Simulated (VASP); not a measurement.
Li3B, 8 atoms in the cell. Symmetry: P6_3/m, No. 176, hexagonal system. The conventional cell has a = 6.236 Å, b = 6.236 Å, c = 3.288 Å, α = 90.00°, β = 90.00°, γ = 120.00°. Within 3.1 Å of Li (site symmetry m) lie 3 B at 2.33 to 2.42 Å and 8 Li at 2.63 to 2.86 Å. B (site symmetry -6) has 9 Li at 2.33 to 2.42 Å within 3.1 Å. 

```yaml
Program: VASP 6.6.1
Task: relaxation of cell and atoms
Functional: PBE
Potentials_or_basis: VASP PAW PBE potentials, release 64 (Li_sv, B)
Cutoff: 600 eV
k_mesh: 6 × 6 × 12
Occupations: gaussian, width 0.1 eV
Spin: no spin polarisation
Dipole_correction: no
Further_INCAR_settings: ALGO = Fast; EDIFF = 1e-06; IBRION = 2; EDIFFG = -0.01; NSW = 100; ISIF = 3
```

Potentials or basis: VASP PAW PBE potentials, release 64 (Li_sv, B).

Run with:

```console
$ cat potpaw_PBE.64/Li_sv/POTCAR potpaw_PBE.64/B/POTCAR > POTCAR
$ mpirun -np 1 vasp_std > vasp.out
```

Hardware: 1 thread of Oxide Virtual Turin-like Processor (shared host).

Question: How long does it take, and how much memory?

Answer: Run time: 32 min on 1 thread of Oxide Virtual Turin-like Processor, with other jobs on the host, peak memory 0.29 GiB. Counts: scf iterations 127, k points 56, ion steps 9.
